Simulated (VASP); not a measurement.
Set up this calculation in VASP 6.6.1, as the native input.

```yaml
Task: single point
Functional: PBE
Potentials_or_basis: VASP PAW PBE potentials, release 64 (Mo_sv, H)
Cutoff: 520 eV
k_mesh: 10 × 10 × 1
Occupations: gaussian, width 0.1 eV
Spin: collinear spin
Starting_moments: "[0.0, 0.0, 0.0, 1.0] μB"
Dipole_correction: yes
Further_INCAR_settings: ALGO = Normal; EDIFF = 1e-06; NBANDS = 34
```

The structure of Mo3H lies in POSCAR:

```
Mo3H
1.0
    2.7370454666      0.0000000000      0.0000000000
   -0.9123484889      2.5805112132      0.0000000000
    0.0000000000      0.0000000000     21.3082440588
Mo H
3 1
Direct
    0.5000000000      0.5000000000      0.1877207708
    0.0000000000      0.0000000000      0.2888166433
    0.5000000000      0.5000000000      0.3899074948
    1.0000000000      1.0000000000      0.4147804969
```

The input as run:

INCAR

```
SYSTEM = Mo3H
PREC     = Accurate       ! precision mode
ENCUT    = 520            ! plane-wave cutoff, eV
EDIFF    = 1E-6           ! SCF threshold, eV
ISMEAR   = 0              ! smearing method
SIGMA    = 0.1            ! smearing width, eV
LREAL    = .False.        ! projectors in reciprocal space
LASPH    = .True.         ! aspherical terms in the spheres
NELM     = 150            ! most SCF steps
ALGO     = Normal         ! electronic algorithm
ISIF     = 2              ! what is computed and relaxed
LWAVE    = .False.        ! write WAVECAR
LCHARG   = .True.         ! write CHGCAR
ISPIN    = 2              ! spin polarisation
MAGMOM   = 0 0 0 1        ! initial moments
LORBIT   = 11             ! projections on sites
LMAXMIX  = 4              ! l up to which the mixer works
LDIPOL   = .True.       
IDIPOL   = 3            
DIPOL    = 0.5 0.5 0.320
GGA      = PE             ! functional
LELF     = .True.         ! ELF
LVHAR    = .True.       
LVACPOTAV= .True.       
NBANDS   = 34             ! bands
```

KPOINTS

```
Automatic mesh
0
Gamma
  10 10 1
  0 0 0
```

Potentials or basis: VASP PAW PBE potentials, release 64 (Mo_sv, H).

Run with:

```bash
$ cat potpaw_PBE.64/Mo_sv/POTCAR potpaw_PBE.64/H/POTCAR > POTCAR
$ mpirun -np 1 vasp_std > vasp.out
```

It gave:

```yaml
Largest_force: 1.877 eV/Å
Net_moment: 0.00 μB per cell
Valence_electrons_inside_the_program's_atomic_spheres: Mo 12.41, 12.54, 12.67; H 0.65
```

Wall time 5.3 min on 1 thread of Intel(R) Xeon(R) 6975P-C (Granite Rapids), with other jobs on the host, peak memory 0.42 GiB.
